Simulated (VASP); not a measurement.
# SrGe2O5 (Pnma) in VASP: further runs

Runs on SrGe2O5. Level: PBEsol. Tasks: relaxation of cell and atoms.

Everything below comes from runs of VASP 6.6.1. Logs are shortened: lines on timing, memory, paths and dates and some standing lists are left out, and cuts for length are marked.

### 1 The cell of the first run

It takes space group Pnma (No. 62, orthorhombic). The conventional cell has a = 6.753 Å, b = 5.872 Å, c = 9.280 Å, α = 90.00°, β = 90.00°, γ = 90.00°. Sr (site symmetry m) has 20 O at 2.57 to 4.29 Å and 12 Ge at 3.53 to 4.01 Å and 4 Sr at 3.88 to 3.98 Å within 4.3 Å. Within 2.5 Å of Ge (site symmetry -1) lie 6 O at 1.88 to 1.96 Å. Within 2.4 Å of Ge (site symmetry m) lie 5 O at 1.77 to 1.97 Å. O (site symmetry m) has 3 Ge at 1.82 to 1.96 Å within 2.4 Å. O (site symmetry m) has 3 Ge at 1.90 to 3.00 Å and 10 O at 2.50 to 3.09 Å and 2 Sr at 2.59 to 2.81 Å within 3.1 Å. O (site symmetry 1) has 2 Ge at 1.77 to 1.88 Å within 2.4 Å. O (site symmetry m) has 2 Ge at 1.89 to 1.97 Å and 6 O at 2.53 to 2.67 Å and 1 Sr at 2.66 Å within 2.7 Å.

### 2 Relaxation of cell and atoms, PBEsol

INCAR reads:

```
PREC = Accurate ; ENCUT = 600
EDIFF = 1E-6 ; ISMEAR = 0
SIGMA = 0.03 ; LREAL = Auto
LASPH = T ; NELM = 80
ALGO = Normal ; ISIF = 3
LWAVE = F ; LCHARG = F
GGA = PS ; IBRION = 2
NSW = 90 ; EDIFFG = -0.01
KPAR = 8
```

KPOINTS reads:

```
regular mesh
0
Gamma
  4 6 4
```

POSCAR reads:

```
SrGe2O5
1.0
    6.7530000000      0.0000000000      0.0000000000
    0.0000000000      5.8725000000      0.0000000000
    0.0000000000      0.0000000000      9.2796000000
Sr Ge O
4 8 20
Direct
    0.9811000000      0.7500000000      0.6361100000
    0.0189000000      0.2500000000      0.3638900000
    0.5189000000      0.2500000000      0.1361100000
    0.4811000000      0.7500000000      0.8638900000
    0.5000000000      0.5000000000      0.5000000000
    0.0000000000      0.5000000000      0.0000000000
    0.0000000000      0.0000000000      0.0000000000
    0.5000000000      0.0000000000      0.5000000000
    0.7307000000      0.2500000000      0.7412400000
    0.2693000000      0.7500000000      0.2587600000
    0.7693000000      0.7500000000      0.2412400000
    0.2307000000      0.2500000000      0.7587600000
    0.8430000000      0.2500000000      0.9194000000
    0.1570000000      0.7500000000      0.0806000000
    0.6570000000      0.7500000000      0.4194000000
    0.3430000000      0.2500000000      0.5806000000
    0.6441000000      0.2500000000      0.4244000000
    0.3559000000      0.7500000000      0.5756000000
    0.8559000000      0.7500000000      0.9244000000
    0.1441000000      0.2500000000      0.0756000000
    0.6630000000      0.5141000000      0.6635000000
    0.3370000000      0.4859000000      0.3365000000
    0.8370000000      0.4859000000      0.1635000000
    0.1630000000      0.5141000000      0.8365000000
    0.1630000000      0.9859000000      0.8365000000
    0.8370000000      0.0141000000      0.1635000000
    0.3370000000      0.0141000000      0.3365000000
    0.6630000000      0.9859000000      0.6635000000
    0.9812000000      0.2500000000      0.6493000000
    0.0188000000      0.7500000000      0.3507000000
    0.5188000000      0.7500000000      0.1493000000
    0.4812000000      0.2500000000      0.8507000000
```

Potentials or basis: VASP PAW PBE potentials, release 64 (Sr_sv, Ge_d, O).

Run with:

```sh
$ cat potpaw_PBE.64/Sr_sv/POTCAR potpaw_PBE.64/Ge_d/POTCAR potpaw_PBE.64/O/POTCAR > POTCAR
$ mpirun -np 8 vasp_std > vasp.out
```

OUTCAR:

```text
PREC = Accurate
   ENCUT = 600
   EDIFF = 1E-6
   ISMEAR = 0
   LREAL = Auto
   LASPH = T
   NELM = 80
   ISIF = 3
   GGA = PS
   IBRION = 2
   NSW = 90
   EDIFFG = -0.01

 ion  position               nearest neighbor table
   1  0.981  0.750  0.636-  21 2.57  28 2.57  18 2.59  25 2.62  24 2.62  30 2.66  19 2.81  29 2.94
                            29 2.94  15 2.97   9 3.53   9 3.53  12 3.57  12 3.57   6 3.68   7 3.68
   2  0.019  0.250  0.364-  22 2.57  27 2.57  17 2.59  26 2.62  23 2.62  29 2.66  20 2.81  30 2.94
                            30 2.94  16 2.97  10 3.53  10 3.53  11 3.57  11 3.57   6 3.68   7 3.68
   3  0.519  0.250  0.136-  23 2.57  26 2.57  20 2.59  22 2.62  27 2.62  32 2.66  17 2.81  31 2.94
                            31 2.94  13 2.97  11 3.53  11 3.53  10 3.57  10 3.57   5 3.68   8 3.68
   4  0.481  0.750  0.864-  24 2.57  25 2.57  19 2.59  21 2.62  28 2.62  31 2.66  18 2.81  32 2.94
                            32 2.94  14 2.97  12 3.53  12 3.53   9 3.57   9 3.57   5 3.68   8 3.68
   5  0.500  0.500  0.500-  21 1.88  22 1.88  17 1.90  18 1.90  15 1.96  16 1.96   3 3.68   4 3.68
                             1 3.78   2 3.78   2 4.00   1 4.00
   6  0.000  0.500  0.000-  23 1.88  24 1.88  19 1.90  20 1.90  13 1.96  14 1.96   1 3.68   2 3.68
                             3 3.78   4 3.78   3 4.00   4 4.00
   7  0.000  0.000  0.000-  25 1.88  26 1.88  19 1.90  20 1.90  13 1.96  14 1.96   1 3.68   2 3.68
                             3 3.78   4 3.78   3 4.00   4 4.00
   8  0.500  0.000  0.500-  27 1.88  28 1.88  17 1.90  18 1.90  15 1.96  16 1.96   3 3.68   4 3.68
                             1 3.78   2 3.78   2 4.00   1 4.00
   9  0.731  0.250  0.741-  21 1.77  28 1.77  13 1.82  29 1.89  32 1.97   1 3.53   1 3.53   4 3.57
[... 21 lines left out ...]
  27  0.337  0.014  0.337-  10 1.77   8 1.88   2 2.57   3 2.62
  28  0.663  0.986  0.663-   9 1.77   8 1.88   1 2.57   4 2.62
  29  0.981  0.250  0.649-   9 1.89  12 1.97   2 2.66   1 2.94   1 2.94
  30  0.019  0.750  0.351-  10 1.89  11 1.97   1 2.66   2 2.94   2 2.94
  31  0.519  0.750  0.149-  11 1.89  10 1.97   4 2.66   3 2.94   3 2.94
  32  0.481  0.250  0.851-  12 1.89   9 1.97   3 2.66   4 2.94   4 2.94

  LATTYP: Found a simple orthorhombic cell.
 ALAT       =     5.8725000000
 B/A-ratio  =     1.1499361430
 C/A-ratio  =     1.5801787995

  Lattice vectors:

 A1 = (   0.0000000000,  -5.8725000000,   0.0000000000)
 A2 = (   6.7530000000,   0.0000000000,   0.0000000000)
 A3 = (   0.0000000000,   0.0000000000,   9.2796000000)

Analysis of symmetry for initial positions (statically):
=====================================================================
 Subroutine PRICEL returns:
 Original cell was already a primitive cell.

 Routine SETGRP: Setting up the symmetry group for a
 simple orthorhombic supercell.

 Subroutine GETGRP returns: Found  8 space group operations
 (whereof  2 operations were pure point group operations)
 out of a pool of  8 trial point group operations.
[... 206 lines left out ...]
   LEPSILON=     F    determine dielectric tensor
   LRPA    =     F    only Hartree local field effects (RPA)
 conjugate gradient relaxation of ions
 non-spin polarized calculation
 Gauss-broadening in eV      SIGMA  =   0.03
  energy-cutoff  :      600.00
  volume of cell :      368.00
 maximum number of plane-waves:     12334
 NGX is ok and might be reduce to    54
   NGX = 27   NGY = 23   NGZ = 37

--------------------------------------- Ionic step        1  -------------------------------------------

 number of electron     271.9999998 magnetization

 Free energy of the ion-electron system (eV)
  ---------------------------------------------------
  ext. energy  EPLUGINS =         0.00000000
  ---------------------------------------------------
  free energy    TOTEN  =      -219.73059870 eV

  energy without entropy =     -219.73059870  energy(sigma->0) =     -219.73059870

------------------------ aborting loop because EDIFF is reached ----------------------------------------

  FORCE on cell =-STRESS in cart. coord.  units (eV):
  Direction    XX          YY          ZZ          XY          YZ          ZX
  --------------------------------------------------------------------------------------
  -------------------------------------------------------------------------------------
  Total        0.6223883      4.8544642      3.3977040      0.0000000      0.0000000      0.0000000
  in kB        2.7097111     21.1350293     14.7926876      0.0000000      0.0000000      0.0000000
  external PRESSURE =      12.8791427 kB  Pullay stress =       0.0000000 kB
[... 179 lines left out ...]
  FREE ENERGIE OF THE ION-ELECTRON SYSTEM (eV)
  ---------------------------------------------------
  free  energy   TOTEN  =      -219.7780866076 eV

  energy  without entropy=     -219.7780866076  energy(sigma->0) =     -219.77808661

[... ionic steps 4 to 17 ...]

--------------------------------------- Ionic step       18  -------------------------------------------

 number of electron     272.0000033 magnetization

------------------------ aborting loop because EDIFF is reached ----------------------------------------
[... 127 lines left out ...]
--------------------------------------- Ionic step       20  -------------------------------------------

 number of electron     272.0000036 magnetization

 Free energy of the ion-electron system (eV)
  ---------------------------------------------------
  ext. energy  EPLUGINS =         0.00000000
  ---------------------------------------------------
  free energy    TOTEN  =      -219.79106955 eV

  energy without entropy =     -219.79106955  energy(sigma->0) =     -219.79106955

 E-fermi :   3.9940     XC(G=0): -11.4693

 val. band max:        3.7666165781   @ k =   0.0000   0.5000   0.5000
 cond. band min:       6.2932843805   @ k =   0.0000   0.0000   0.0000
 fundamental gap:      2.5266678024
 Fermi energy:         3.9940237381

 k-point     1 :       0.0000    0.0000    0.0000
  band No.  band energies     occupation
      1     -28.4154      2.00000
      2     -28.3966      2.00000
      3     -28.3946      2.00000
      4     -28.3762      2.00000
      5     -20.2533      2.00000
      6     -20.2527      2.00000
[... 3613 lines left out ...]
    147      10.7059      0.00000
    148      10.7059      0.00000

 [... further k-points ...]

 [bands above 148 left out]

------------------------ aborting loop because EDIFF is reached ----------------------------------------

  FORCE on cell =-STRESS in cart. coord.  units (eV):
  Direction    XX          YY          ZZ          XY          YZ          ZX
  --------------------------------------------------------------------------------------
  -------------------------------------------------------------------------------------
  Total        0.0238855      0.0823727     -0.0395866      0.0000000      0.0000000      0.0000000
  in kB        0.1037804      0.3579026     -0.1720005      0.0000000      0.0000000      0.0000000
  external PRESSURE =       0.0965608 kB  Pullay stress =       0.0000000 kB
[... 47 lines left out ...]
  FREE ENERGIE OF THE ION-ELECTRON SYSTEM (eV)
  ---------------------------------------------------
  free  energy   TOTEN  =      -219.7910695462 eV

  energy  without entropy=     -219.7910695462  energy(sigma->0) =     -219.79106955

 reached required accuracy - stopping structural energy minimisation
```

OSZICAR:

```text
N       E                     dE             d eps       ncg     rms          rms(c)
DAV:   1     0.652988386708E+04    0.65299E+04   -0.10470E+05 16768   0.416E+03
DAV:   2     0.155817372856E+04   -0.49717E+04   -0.45227E+04 11912   0.137E+03
DAV:   3    -0.946311044097E+01   -0.15676E+04   -0.14643E+04 12648   0.376E+02
[... 170 lines left out ...]
DAV:   2    -0.219791181893E+03   -0.30618E-03   -0.57879E-03 14592   0.322E-01    0.840E-02
DAV:   3    -0.219791092896E+03    0.88996E-04   -0.19216E-04 18320   0.745E-02    0.411E-02
DAV:   4    -0.219791067599E+03    0.25297E-04   -0.67571E-05 15973   0.399E-02    0.666E-03
DAV:   5    -0.219791069450E+03   -0.18509E-05   -0.21744E-05 13728   0.256E-02    0.441E-03
DAV:   6    -0.219791069546E+03   -0.96377E-07   -0.13739E-06  8277   0.104E-02
  20 F= -.21979107E+03 E0= -.21979107E+03  d E =-.224556E-03
```

CONTCAR:

```text
SrGe2O5
   1.00000000000000
     6.7286924265733221    0.0000000000000000    0.0000000000000000
     0.0000000000000000    5.8923089141147997    0.0000000000000000
     0.0000000000000000    0.0000000000000000    9.3006382985789742
  Sr              Ge              O
     4     8    20
Direct
     0.9795038486923785    0.7500000000000000    0.6362583311377281
     0.0204961513076216    0.2500000000000000    0.3637416688622720
     0.5204961513076215    0.2500000000000000    0.1362583311377281
     0.4795038486923785    0.7500000000000000    0.8637416688622719
     0.5000000000000000    0.5000000000000000    0.5000000000000000
     1.0000000000000000    0.5000000000000000    0.0000000000000000
[... 24 lines left out ...]
     0.5196678878760708    0.7500000000000000    0.1485122826853835
     0.4803321121239290    0.2500000000000000    0.8514877173146165

  0.00000000E+00  0.00000000E+00  0.00000000E+00
  0.00000000E+00  0.00000000E+00  0.00000000E+00
  0.00000000E+00  0.00000000E+00  0.00000000E+00
  0.00000000E+00  0.00000000E+00  0.00000000E+00
  0.00000000E+00  0.00000000E+00  0.00000000E+00
  0.00000000E+00  0.00000000E+00  0.00000000E+00
[... 24 lines left out ...]
  0.00000000E+00  0.00000000E+00  0.00000000E+00
  0.00000000E+00  0.00000000E+00  0.00000000E+00
```

Run time: 2.7 h. Hardware: 8 MPI ranks of Intel Xeon Platinum 8488C (Sapphire Rapids), shared host; peak memory 1.7 GiB.

Results:

```yaml
Free_energy: -219.7911 eV
Relaxed_volume: 11.52 Å³/atom
Relaxed_cell: a = 6.729 Å, b = 5.892 Å, c = 9.301 Å, α = 90.00°, β = 90.00°, γ = 90.00°
Space_group_after_relaxing_to_0.1_Å: Pnma (No. 62)
Energy_gained_by_relaxing: 1.9 meV/atom
Ionic_steps: 20
Pressure_after_relaxing: 0.0 GPa
Largest_force_after_relaxing: 0.008 eV/Å
Band_gap_on_the_k_mesh: 2.53 eV (least direct gap 2.56 eV)
```

Forces on the atoms (eV/Å):
```
Sr  -0.004  0.000 -0.002
Sr   0.004  0.000  0.002
Sr   0.004  0.000 -0.002
Sr  -0.004  0.000  0.002
Ge   0.000  0.000  0.000
Ge   0.000  0.000  0.000
Ge   0.000  0.000  0.000
Ge   0.000  0.000  0.000
Ge  -0.004  0.000  0.003
Ge   0.004  0.000 -0.003
Ge   0.004  0.000  0.003
Ge  -0.004  0.000 -0.003
O   -0.001  0.000  0.004
O    0.001  0.000 -0.004
O    0.001  0.000  0.004
O   -0.001  0.000 -0.004
O   -0.008  0.000 -0.002
O    0.008  0.000  0.002
O    0.008  0.000 -0.002
O   -0.008  0.000  0.002
O    0.000 -0.004  0.005
O    0.000  0.004 -0.005
O    0.000  0.004  0.005
O    0.000 -0.004 -0.005
O    0.000  0.004 -0.005
O    0.000 -0.004  0.005
O    0.000 -0.004 -0.005
O    0.000  0.004  0.005
O    0.007  0.000 -0.003
O   -0.007  0.000  0.003
O   -0.007  0.000 -0.003
O    0.007  0.000  0.003
```

Step by step:
```csv
step,energy change (eV),largest force (eV/Å),pressure (GPa),volume (Å³)
1,0.0000,0.4559,1.29,368.00
2,-0.0195,0.3257,-1.94,372.94
3,-0.0475,0.1334,-0.56,370.78
4,-0.0561,0.0647,-0.05,369.32
5,-0.0561,0.0681,-0.04,369.30
6,-0.0574,0.0432,0.03,368.91
7,-0.0574,0.0439,0.01,368.94
8,-0.0580,0.0285,0.04,368.88
9,-0.0581,0.0383,0.08,368.74
10,-0.0583,0.0270,0.05,368.81
11,-0.0587,0.0203,-0.04,368.98
12,-0.0587,0.0237,-0.08,369.03
13,-0.0590,0.0170,0.00,368.97
14,-0.0592,0.0236,0.02,368.92
15,-0.0593,0.0372,0.06,368.82
16,-0.0596,0.0317,0.03,368.88
17,-0.0599,0.0239,-0.06,369.04
18,-0.0601,0.0128,-0.02,368.90
19,-0.0602,0.0148,0.03,368.75
20,-0.0605,0.0082,0.01,368.75
```

Final structure:
```
Sr Ge O
1.0
     6.72869    0.00000    0.00000
     0.00000    5.89231    0.00000
     0.00000    0.00000    9.30064
Sr Ge O
4 8 20
Direct
  0.97950 0.75000 0.63626
  0.02050 0.25000 0.36374
  0.52050 0.25000 0.13626
  0.47950 0.75000 0.86374
  0.50000 0.50000 0.50000
  0.00000 0.50000 0.00000
  0.00000 0.00000 0.00000
  0.50000 0.00000 0.50000
  0.72826 0.25000 0.74140
  0.27174 0.75000 0.25860
  0.77174 0.75000 0.24140
  0.22826 0.25000 0.75860
  0.84048 0.25000 0.92126
  0.15952 0.75000 0.07874
  0.65952 0.75000 0.42126
  0.34048 0.25000 0.57874
  0.64637 0.25000 0.42592
  0.35363 0.75000 0.57408
  0.85363 0.75000 0.92592
  0.14637 0.25000 0.07408
  0.66168 0.51749 0.66483
  0.33832 0.48251 0.33517
  0.83832 0.48251 0.16483
  0.16168 0.51749 0.83517
  0.16168 0.98251 0.83517
  0.83832 0.01749 0.16483
  0.33832 0.01749 0.33517
  0.66168 0.98251 0.66483
  0.98033 0.25000 0.64851
  0.01967 0.75000 0.35149
  0.51967 0.75000 0.14851
  0.48033 0.25000 0.85149
```

Levels at points of the mesh, in eV from the valence-band top:
```tsv
k point	band 133	band 134	band 135	band 136	band 137	band 138	band 139	band 140
(0.00, 0.00, 0.00)	-0.33	-0.29	-0.13	-0.04	2.53	4.04	4.80	5.18
(0.50, 0.00, 0.00)	-0.42	-0.42	-0.38	-0.38	3.82	3.82	5.03	5.03
(0.00, 0.50, 0.00)	-0.44	-0.44	-0.08	-0.08	4.57	4.57	5.18	5.18
(0.50, 0.50, 0.00)	-0.31	-0.31	-0.31	-0.31	5.12	5.12	5.12	5.12
(0.00, 0.00, 0.50)	-0.27	-0.27	-0.14	-0.14	3.51	3.51	4.73	4.73
(0.50, 0.00, 0.50)	-0.43	-0.43	-0.42	-0.42	4.03	4.03	5.19	5.19
(0.00, 0.50, 0.50)	-0.49	-0.49	0.00	0.00	4.58	4.58	5.32	5.32
(0.50, 0.50, 0.50)	-0.31	-0.31	-0.31	-0.31	4.95	4.95	4.95	4.95
```

Caveat: the PAW data sets were made with another functional, which shifts forces and pressure a little. A k mesh can miss the band edges.

(Continued in part 2 of 2.)
